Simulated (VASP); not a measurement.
# LiH (P6_3/mmc) in VASP: settings compared

Aim: see how the results for LiH move with the level of theory and the settings. Levels: PBE, r2SCAN, PBEsol. Tasks: single point, relaxation of cell and atoms.

All numbers are computed with VASP 6.6.1; they aren't measurements. Logs are shortened: lines on timing, memory, paths and dates and some standing lists are left out, and cuts for length are marked.

### 1 The cell of the first run

The structure is hexagonal, space group P6_3/mmc (No. 194). Conventional cell: a = 3.253 Å, b = 3.253 Å, c = 4.072 Å, α = 90.00°, β = 90.00°, γ = 120.00°. Within 2.5 Å of Li (site symmetry -6m2) lie 5 H at 1.88 to 2.04 Å. H (site symmetry -6m2) has 5 Li at 1.88 to 2.04 Å within 2.5 Å.

### 2 Single point, PBE

INCAR

```
PREC = Accurate
ENCUT = 520
EDIFF = 1E-6
ISMEAR = -1
SIGMA = 0.02
LREAL = False
LASPH = True
NELM = 60
ALGO = Normal
ISIF = 2
LWAVE = False
LCHARG = False
GGA = PE
NBANDS = 12
```

KPOINTS

```
regular mesh
0
Gamma
  12 12 8
```

POSCAR

```
LiH
1.0
    3.2531951112      0.0000000000      0.0000000000
   -1.6265975557      2.8173496098      0.0000000000
    0.0000000000      0.0000000000      4.0724213422
Li H
2 2
Direct
    0.3333333333      0.6666666667      0.2500000000
    0.6666666667      0.3333333333      0.7500000000
    0.6666666667      0.3333333333      0.2500000000
    0.3333333333      0.6666666667      0.7500000000
```

Potentials or basis: VASP PAW PBE potentials, release 64 (Li_sv, H).

On the command line:

```
cat potpaw_PBE.64/Li_sv/POTCAR potpaw_PBE.64/H/POTCAR > POTCAR
mpirun -np 1 vasp_std > vasp.out
```

OUTCAR:

```text
PREC = Accurate
   ENCUT = 520
   EDIFF = 1E-6
   ISMEAR = -1
   LREAL = False
   LASPH = True
   NELM = 60
   ISIF = 2
   GGA = PE

 ion  position               nearest neighbor table
   1  0.333  0.667  0.250-
   2  0.667  0.333  0.750-
   3  0.667  0.333  0.250-
   4  0.333  0.667  0.750-

  LATTYP: Found a hexagonal cell.
 ALAT       =     3.2531951112
 C/A-ratio  =     1.2518220405

  Lattice vectors:

 A1 = (   3.2531951112,   0.0000000000,   0.0000000000)
 A2 = (  -1.6265975557,   2.8173496098,   0.0000000000)
 A3 = (   0.0000000000,   0.0000000000,   4.0724213422)

Analysis of symmetry for initial positions (statically):
=====================================================================
 Subroutine PRICEL returns:
 Original cell was already a primitive cell.

 Routine SETGRP: Setting up the symmetry group for a
 hexagonal supercell.

 Subroutine GETGRP returns: Found 24 space group operations
 (whereof 12 operations were pure point group operations)
 out of a pool of 24 trial point group operations.

The static configuration has the point symmetry D_3d.
 The point group associated with its full space group is D_6h.

Analysis of symmetry for dynamics (positions and initial velocities):
=====================================================================
 Subroutine PRICEL returns:
 Original cell was already a primitive cell.

 Routine SETGRP: Setting up the symmetry group for a
 hexagonal supercell.

 Subroutine GETGRP returns: Found 24 space group operations
 (whereof 12 operations were pure point group operations)
 out of a pool of 24 trial point group operations.

The dynamic configuration has the point symmetry D_3d.
 The point group associated with its full space group is D_6h.

 Subroutine INISYM returns: Found 24 space group operations
 (whereof 12 operations are pure point group operations),
 and found     1 'primitive' translations

----------------------------------------------------------------------------------------

                                     Primitive cell

  volume of cell :      37.3253

  direct lattice vectors                    reciprocal lattice vectors
     3.253195111  0.000000000  0.000000000     0.307390109  0.177471762  0.000000000
    -1.626597556  2.817349610  0.000000000     0.000000000  0.354943524  0.000000000
     0.000000000  0.000000000  4.072421342     0.000000000  0.000000000  0.245554160

  length of vectors
     3.253195111  3.253195111  4.072421342     0.354943524  0.354943524  0.245554160

  position of ions in fractional coordinates (direct lattice)
     0.333333333  0.666666667  0.250000000
     0.666666667  0.333333333  0.750000000
     0.666666667  0.333333333  0.250000000
     0.333333333  0.666666667  0.750000000

  ion indices of the primitive-cell ions
   primitive index   ion index
                 1           1
                 2           2
                 3           3
                 4           4

----------------------------------------------------------------------------------------

 KPOINTS: regular mesh

Automatic generation of k-mesh.
 Grid dimensions read from file:
 generate k-points for:   12   12    8

 Generating k-lattice:

  Cartesian coordinates                     Fractional coordinates (reciprocal lattice)
     0.025615842  0.014789314  0.000000000     0.083333333  0.000000000  0.000000000
     0.000000000  0.029578627  0.000000000     0.000000000  0.083333333  0.000000000
     0.000000000  0.000000000  0.030694270     0.000000000  0.000000000  0.125000000

  Length of vectors
     0.029578627  0.029578627  0.030694270

  Shift w.r.t. Gamma in fractional coordinates (k-lattice)
     0.000000000  0.000000000  0.000000000

 Subroutine IBZKPT returns following result:
 ===========================================

 Found     95 irreducible k-points:

 Following reciprocal coordinates:
            Coordinates               Weight
  0.000000  0.000000  0.000000      1.000000
  0.083333 -0.000000  0.000000      6.000000
  0.166667  0.000000  0.000000      6.000000
  0.250000  0.000000  0.000000      6.000000
  0.333333  0.000000  0.000000      6.000000
  0.416667 -0.000000  0.000000      6.000000
[... 16 lines left out ...]
  0.250000  0.000000  0.125000     12.000000
  0.333333  0.000000  0.125000     12.000000
 [... further k-points ...]
   k-points           NKPTS =     95   k-points in BZ     NKDIM =     95   number of bands    NBANDS=     12
   number of dos      NEDOS =    301   number of ions     NIONS =      4
   total plane-waves  NPLWV =  17280
   dimension x,y,z NGX =    24 NGY =   24 NGZ =   30
   dimension x,y,z NGXF=    48 NGYF=   48 NGZF=   60
   ions per type =               2   2
   NGX,Y,Z   is equivalent  to a cutoff of  12.26, 12.26, 12.25 a.u.
   NGXF,Y,Z  is equivalent  to a cutoff of  24.53, 24.53, 24.49 a.u.
 SYSTEM =  unknown system
   PREC   = accura    normal or accurate (medium, high low for compatibility)
   ISTART =      0    job   : 0-new  1-cont  2-samecut
   ICHARG =      2    charge: 1-file 2-atom 10-const
   ISPIN  =      1    spin polarized calculation?
   LNONCOLLINEAR =      F non collinear calculations
   LSORBIT =      F    spin-orbit coupling
   LASPH  =      T    aspherical Exc in radial PAW
   ENCUT  =  520.0 eV  38.22 Ry    6.18 a.u.   6.05  6.05  7.57*2*pi/ulx,y,z
   NELM   =     60;   NELMIN=  2; NELMDL= -5     # of ELM steps
   EDIFF  = 0.1E-05   stopping-criterion for ELM
   LREAL  =      F    real-space projection
   EDIFFG = 0.1E-04   stopping-criterion for IOM
   NSW    =      0    number of steps for IOM
   IBRION =     -1    ionic relax: 0-MD 1-quasi-New 2-CG
   NFREE  =      0    steps in history (QN), initial steepest desc. (CG)
   ISIF   =      2    stress and relaxation
   ISYM   =      2    0-nonsym 1-usesym 2-fastsym
   POTIM  = 0.5000    time-step for ionic-motion
   TEBEG  =    0.0;   TEEND  =   0.0 temperature during run
   PSTRESS=    0.0 pullay stress
   NELECT =       8.0000    total number of electrons
   NUPDOWN=      -1.0000    fix difference up-down
   EMIN   =  10.00;   EMAX   =-10.00  energy-range for DOS
   EFERMI =   0.00;   METHOD = LEGACY
   ISMEAR =    -1;   SIGMA  =   0.02  broadening in eV -4-tet -1-fermi 0-gaus
   EFERMI_NEDOS =   21; number of points for ismear=-14 and -15
   IALGO  =     38    algorithm
   IMIX   =      4    mixing-type and parameters
     AMIX     =   0.40;   BMIX     =  1.00
     AMIX_MAG =   1.60;   BMIX_MAG =  1.00
  volume/ion in A,a.u.               =       9.33        62.97
  Fermi-wavevector in a.u.,A,eV,Ry     =   0.979724  1.851409 13.059670  0.959859
  Thomas-Fermi vector in A             =   2.110599
   LORBIT       =      0    0 simple, 1 ext, 2 COOP (PROOUT), +10 PAW based schemes
   GGA     = PE    functional components
   LHFCALC =     F    Hartree Fock is set to
   AEXX    =    0.0000 exact exchange contribution
   IVDW    =     0    specifies the selected vdW correction
   LEPSILON=     F    determine dielectric tensor
   LRPA    =     F    only Hartree local field effects (RPA)
 non-spin polarized calculation
  energy-cutoff  :      520.00
  volume of cell :       37.33
 maximum number of plane-waves:      1038
   NGX = 13   NGY = 13   NGZ = 15

 number of electron       8.0000007 magnetization

 Free energy of the ion-electron system (eV)
  ---------------------------------------------------
  ext. energy  EPLUGINS =         0.00000000
  ---------------------------------------------------
  free energy    TOTEN  =       -12.16274090 eV

  energy without entropy =      -12.16274090  energy(sigma->0) =      -12.16274090

 E-fermi :   0.3546     XC(G=0):  -7.8834

 val. band max:       -0.1713169385   @ k =   0.0000   0.0000   0.0000
 cond. band min:       1.6706530101   @ k =   0.3333   0.3333   0.0000
 fundamental gap:      1.8419699486
 Fermi energy:         0.3546431019

 k-point     1 :       0.0000    0.0000    0.0000
  band No.  band energies     occupation
      1     -44.7873      2.00000
      2     -44.7301      2.00000
      3      -5.3932      2.00000
      4      -0.1713      2.00000
      5       2.8920      0.00000
      6      10.5431      0.00000
      7      10.5431      0.00000
      8      11.2219      0.00000
      9      13.2441      0.00000
     10      13.2441      0.00000
     11      14.9368      0.00000
     12      17.6138      0.00000

 k-point     2 :       0.0833   -0.0000    0.0000
  band No.  band energies     occupation
      1     -44.7859      2.00000
      2     -44.7306      2.00000
      3      -5.3113      2.00000
      4      -0.2140      2.00000
      5       3.0174      0.00000
      6       9.5603      0.00000
      7       9.9878      0.00000
      8      10.9363      0.00000
      9      13.9694      0.00000
     10      14.2696      0.00000
     11      14.7881      0.00000
     12      16.8100      0.00000

 k-point     3 :       0.1667    0.0000    0.0000
  band No.  band energies     occupation
      1     -44.7822      2.00000
      2     -44.7317      2.00000
      3      -5.0661      2.00000
      4      -0.3545      2.00000
      5       3.3923      0.00000
      6       7.7659      0.00000
      7       9.0633      0.00000
      8      10.9041      0.00000
      9      14.3119      0.00000
     10      15.0005      0.00000
     11      15.0608      0.00000
     12      15.0863      0.00000
[... 286 lines left out ...]
 k-point    23 :       0.2500    0.0000    0.1250
  band No.  band energies     occupation
      1     -44.7748      2.00000
      2     -44.7354      2.00000
      3      -4.5804      2.00000
      4      -1.0007      2.00000
      5       4.4033      0.00000
      6       6.4532      0.00000
      7       8.3858      0.00000
      8      10.2418      0.00000
      9      13.0043      0.00000
     10      14.0966      0.00000
     11      14.3843      0.00000
     12      15.4629      0.00000

 k-point    24 :       0.3333    0.0000    0.1250
  band No.  band energies     occupation
      1     -44.7685      2.00000
      2     -44.7381      2.00000
      3      -4.0413      2.00000
      4      -1.3025      2.00000
      5       4.4942      0.00000
      6       5.8800      0.00000
      7       7.7814      0.00000
      8       9.2269      0.00000
      9      12.0377      0.00000
     10      13.8918      0.00000
     11      14.1339      0.00000
     12      15.2843      0.00000

 [... further k-points ...]
[... 5 lines left out ...]
  --------------------------------------------------------------------------------------
  -------------------------------------------------------------------------------------
  Total       -0.0355605     -0.0355605     -0.0456256      0.0000000     -0.0000000      0.0000000
  in kB       -1.5264225     -1.5264225     -1.9584626      0.0000000     -0.0000000      0.0000000
  external PRESSURE =      -1.6704359 kB  Pullay stress =       0.0000000 kB

 VOLUME and BASIS-vectors are now :
 -----------------------------------------------------------------------------
  energy-cutoff  :      520.00
  volume of cell :       37.33
      direct lattice vectors                 reciprocal lattice vectors
     3.253195111  0.000000000  0.000000000     0.307390109  0.177471762  0.000000000
    -1.626597556  2.817349610  0.000000000     0.000000000  0.354943524  0.000000000
     0.000000000  0.000000000  4.072421342     0.000000000  0.000000000  0.245554160

 POSITION                                       TOTAL-FORCE (eV/Angst)
 -----------------------------------------------------------------------------------
     -0.00000      1.87823      1.01811        -0.000000      0.000000      0.000000
      1.62660      0.93912      3.05432         0.000000     -0.000000      0.000000
      1.62660      0.93912      1.01811        -0.000000      0.000000      0.000000
     -0.00000      1.87823      3.05432         0.000000      0.000000      0.000000
 -----------------------------------------------------------------------------------
    total drift:                               -0.000000     -0.000000      0.000000

  FREE ENERGIE OF THE ION-ELECTRON SYSTEM (eV)
  ---------------------------------------------------
  free  energy   TOTEN  =       -12.1627409033 eV

  energy  without entropy=      -12.1627409033  energy(sigma->0) =      -12.16274090
```

Wall time 24 s (1 thread of AMD EPYC 7R13 (Zen 3), shared host); peak memory 0.13 GiB.

Results:

```yaml
Free_energy: -12.1627 eV
Band_gap_on_the_k_mesh: 1.84 eV (least direct gap 3.06 eV)
```

Levels at points of the mesh, in eV from the valence-band top:
| k point | band 1 | band 2 | band 3 | band 4 | band 5 | band 6 | band 7 | band 8 | band 9 |
| --- | --- | --- | --- | --- | --- | --- | --- | --- | --- |
| (0.00, 0.00, 0.00) | -44.62 | -44.56 | -5.22 | 0.00 | 3.06 | 10.71 | 10.71 | 11.39 | 13.42 |
| (0.50, 0.00, 0.00) | -44.59 | -44.57 | -2.79 | -2.05 | 4.49 | 6.77 | 7.32 | 8.64 | 9.47 |
| (0.00, 0.00, 0.50) | -44.59 | -44.59 | -3.72 | -3.72 | 9.55 | 9.55 | 12.73 | 12.73 | 12.73 |
| (0.50, 0.00, 0.50) | -44.58 | -44.58 | -2.42 | -2.42 | 4.30 | 4.30 | 9.50 | 9.50 | 11.40 |

Caveat: the cutoff is under 1.25 times the usual one of these potentials, so pressure, stress and relaxed cells hold a basis-set (Pulay) error.

### 3 Single point, r2SCAN

POSCAR

```
LiH
1.0
    3.2548234129      0.0000000001      0.0000000000
   -1.6274117065      2.8187597604      0.0000000000
    0.0000000000      0.0000000000      4.0690682529
Li H
2 2
Direct
    0.3333333333      0.6666666667      0.2500000000
    0.6666666667      0.3333333333      0.7500000000
    0.6666666667      0.3333333333      0.2500000000
    0.3333333333      0.6666666667      0.7500000000
```

INCAR.step1

```
SYSTEM = LiH
PREC = Accurate ; ENCUT = 520
ISMEAR = -1 ; SIGMA = 0.02
LREAL = .FALSE. ; LASPH = .TRUE.
NELM = 100 ; NBANDS = 12
GGA = PE ; ALGO = Normal
EDIFF = 1E-4 ; LWAVE = .TRUE.
LCHARG = .FALSE.
```

INCAR.step2

```
SYSTEM = LiH
PREC = Accurate ; ENCUT = 520
EDIFF = 1E-6 ; ISMEAR = -1
SIGMA = 0.02 ; LREAL = .FALSE.
LASPH = .TRUE. ; NELM = 100
ALGO = Normal ; ISIF = 2
LWAVE = .FALSE. ; LCHARG = .FALSE.
METAGGA = R2SCAN ; LMIXTAU = .TRUE.
NBANDS = 12 ; ISTART = 1
```

KPOINTS

```
Automatic mesh
0
G
  12 12 6
  0 0 0
```

Potentials or basis: VASP PAW PBE potentials, release 64 (Li_sv, H).

On the command line:

```
cat potpaw_PBE.64/Li_sv/POTCAR potpaw_PBE.64/H/POTCAR > POTCAR
cp INCAR.step1 INCAR
mpirun -np 1 vasp_std > vasp.out
cp INCAR.step2 INCAR
mpirun -np 1 vasp_std > vasp.out
```

It took 1.8 min on 1 thread of AMD EPYC 7R13 (Zen 3), shared host; peak memory 0.13 GiB.

The run converged. Its results:

```yaml
Free_energy: -13.5358 eV
Band_gap_on_the_k_mesh: 2.30 eV (least direct gap 3.61 eV)
```

Levels at points of the mesh, in eV from the valence-band top:
```
           k point  band 2  band 3  band 4  band 5  band 6  band 7
(0.00, 0.00, 0.00)  -46.00   -5.27    0.00    3.61   11.64   11.64
(0.50, 0.00, 0.00)  -46.01   -2.84   -2.04    4.96    7.47    8.00
(0.00, 0.00, 0.50)  -46.02   -3.73   -3.73   10.33   10.33   13.86
(0.50, 0.00, 0.50)  -46.02   -2.47   -2.47    4.89    4.89   10.29
```

Caveat: the cutoff is under 1.25 times the usual one of these potentials, so pressure, stress and relaxed cells hold a basis-set (Pulay) error; the PAW data sets were made with another functional, which shifts forces and pressure a little.

### 4 Single point, r2SCAN

POSCAR is that of step 3.

INCAR.step1

```
SYSTEM = LiH
PREC = Accurate ; ENCUT = 520
ISMEAR = 0 ; SIGMA = 0.01
LREAL = .FALSE. ; LASPH = .TRUE.
NELM = 60 ; NBANDS = 12
GGA = PE ; ALGO = Normal
EDIFF = 1E-4 ; LWAVE = .TRUE.
LCHARG = .FALSE.
```

INCAR.step2

```
SYSTEM = LiH
PREC = Accurate ; ENCUT = 520
EDIFF = 1E-6 ; ISMEAR = 0
SIGMA = 0.01 ; LREAL = .FALSE.
LASPH = .TRUE. ; NELM = 60
ALGO = Normal ; ISIF = 2
LWAVE = .FALSE. ; LCHARG = .TRUE.
METAGGA = R2SCAN ; LMIXTAU = .TRUE.
LELF = .TRUE. ; LVHAR = .TRUE.
NBANDS = 12 ; ISTART = 1
```

KPOINTS is that of step 3.

On the command line:

```
cat potpaw_PBE.64/Li_sv/POTCAR potpaw_PBE.64/H/POTCAR > POTCAR
cp INCAR.step1 INCAR
mpirun -np 1 vasp_std > vasp.out
cp INCAR.step2 INCAR
mpirun -np 1 vasp_std > vasp.out
```

Run time: 1.7 min. Hardware: 1 thread of AMD EPYC 7R13 (Zen 3), shared host; peak memory 0.13 GiB.

Results (log left out):

```yaml
Free_energy: -13.5358 eV
Band_gap_on_the_k_mesh: 2.30 eV (least direct gap 3.61 eV)
```

Levels at points of the mesh, in eV from the valence-band top:
| k point | band 1 | band 2 | band 3 | band 4 | band 5 | band 6 | band 7 | band 8 | band 9 |
| --- | --- | --- | --- | --- | --- | --- | --- | --- | --- |
| (0.00, 0.00, 0.00) | -46.05 | -46.00 | -5.27 | 0.00 | 3.61 | 11.64 | 11.64 | 12.32 | 14.38 |
| (0.50, 0.00, 0.00) | -46.03 | -46.01 | -2.84 | -2.04 | 4.96 | 7.47 | 8.00 | 9.42 | 10.29 |
| (0.00, 0.00, 0.50) | -46.02 | -46.02 | -3.73 | -3.73 | 10.33 | 10.33 | 13.86 | 13.86 | 13.86 |
| (0.50, 0.00, 0.50) | -46.02 | -46.02 | -2.47 | -2.47 | 4.89 | 4.89 | 10.29 | 10.29 | 12.33 |

Caveat: the cutoff is under 1.25 times the usual one of these potentials, so pressure, stress and relaxed cells hold a basis-set (Pulay) error; the PAW data sets were made with another functional, which shifts forces and pressure a little.

### 5 Relaxation of cell and atoms, PBE

This run uses another cell than the first one, of 4.55 Å³/atom.

INCAR

```
SYSTEM = LiH
  PREC = Accurate
  ENCUT = 600
  EDIFF = 1E-6
  ISMEAR = -1
  SIGMA = 0.02
  LREAL = .FALSE.
  LASPH = .TRUE.
  NELM = 100
  ALGO = Normal
  ISIF = 3
  LWAVE = .FALSE.
  LCHARG = .FALSE.
  GGA = PE
  IBRION = 2
  NSW = 80
  EDIFFG = -0.005
```

KPOINTS

```
Automatic mesh
0
G
  12 12 8
  0 0 0
```

POSCAR

```
LiH
1.0
    2.5614742019      0.0000000000      0.0000000000
   -1.2807371010      2.2183017300      0.0000000000
    0.0000000000      0.0000000000      3.2016726000
Li H
2 2
Direct
    0.3333333333      0.6666666667      0.2500000000
    0.6666666667      0.3333333333      0.7500000000
    0.6666666667      0.3333333333      0.2500000000
    0.3333333333      0.6666666667      0.7500000000
```

On the command line:

```
cat potpaw_PBE.64/Li_sv/POTCAR potpaw_PBE.64/H/POTCAR > POTCAR
mpirun -np 1 vasp_std > vasp.out
```

It took 51 s on 1 thread of AMD EPYC 7R13 (Zen 3), shared host; peak memory 0.1 GiB.

Results (log left out):

```yaml
Free_energy: -11.9637 eV
Relaxed_volume: 8.35 Å³/atom
Relaxed_cell: a = 3.136 Å, b = 3.136 Å, c = 3.923 Å, α = 90.00°, β = 90.00°, γ = 120.00°
Space_group_after_relaxing_to_0.1_Å: P6_3/mmc (No. 194)
Energy_gained_by_relaxing: 580.5 meV/atom
Ionic_steps: 8
Pressure_after_relaxing: 0.0 GPa
Band_gap_on_the_k_mesh: 1.56 eV (least direct gap 2.92 eV)
```

Step by step:
```tsv
step	energy change (eV)	largest force (eV/Å)	pressure (GPa)	volume (Å³)
1	0.0000	0.0000	71.08	18.19
2	-1.6732	0.0000	27.00	24.04
3	-2.2926	0.0000	4.27	31.08
4	-2.3215	0.0000	0.48	33.08
5	-2.3219	0.0000	-0.10	33.44
6	-2.3221	0.0000	-0.10	33.44
7	-2.3221	0.0000	-0.10	33.45
8	-2.3222	0.0000	-0.03	33.40
```

Final structure:
```
Li H
1.0
     3.13581    0.00000    0.00000
    -1.56791    2.71569    0.00000
     0.00000    0.00000    3.92259
Li H
2 2
Direct
  0.33333 0.66667 0.25000
  0.66667 0.33333 0.75000
  0.66667 0.33333 0.25000
  0.33333 0.66667 0.75000
```

Levels at points of the mesh, in eV from the valence-band top:
```tsv
k point	band 1	band 2	band 3	band 4	band 5	band 6	band 7	band 8
(0.00, 0.00, 0.00)	-44.70	-44.61	-5.62	0.00	2.92	11.21	11.21	12.13
(0.50, 0.00, 0.00)	-44.66	-44.63	-3.04	-2.38	4.60	6.94	7.53	8.91
(0.00, 0.00, 0.50)	-44.65	-44.65	-4.07	-4.07	10.20	10.20	13.39	13.40
(0.50, 0.00, 0.50)	-44.64	-44.64	-2.75	-2.75	4.46	4.46	9.88	9.88
```

Caveat: the cutoff is under 1.25 times the usual one of these potentials, so pressure, stress and relaxed cells hold a basis-set (Pulay) error; the volume moved by over 15 % at a fixed basis, so the end points are rough. A k mesh can miss the band edges.

(Continued in part 2 of 2.)
